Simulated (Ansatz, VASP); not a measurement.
## GaSb in VASP and in Ansatz

```
Ga Sb
1.0
    -2.67949    2.67949    1.55326
     2.67949   -2.67949    1.55326
     2.67949    2.67949   -1.55326
Ga Sb
1 1
Direct
  0.25000 0.75000 0.50000
  0.00000 0.00000 0.00000
```

Alike in both runs: functional LDA; k mesh 8 × 8 × 8; occupations fermi-dirac, width 0.1 eV; no spin polarisation.

Ansatz relaxed the structure, and its values are those at the end. VASP's run is a single point on that final structure, the one shown.

|  | VASP | Ansatz |
| --- | --- | --- |
| version | VASP 6.6.1 | Ansatz 0.2.0 |
| potentials or method | VASP PAW LDA potentials, release 64 (Ga_d, Sb) | plane waves, PAW |
| plane-wave cutoff (eV) | 500 | 420 |
| valence electrons in the cell | 18 | 28 |

|  | VASP | Ansatz | Ansatz less VASP |
| --- | --- | --- | --- |
| pressure (GPa) | 0.1 | 0.0 | -0.12 |

LDA's correlation is that of Perdew and Zunger in VASP and of Perdew and Wang (1992) in Ansatz. VASP's potentials hold 18 valence electrons a cell and Ansatz's 28, so a difference there can come from the potentials and not from the codes.

Neither program's run includes spin-orbit coupling.
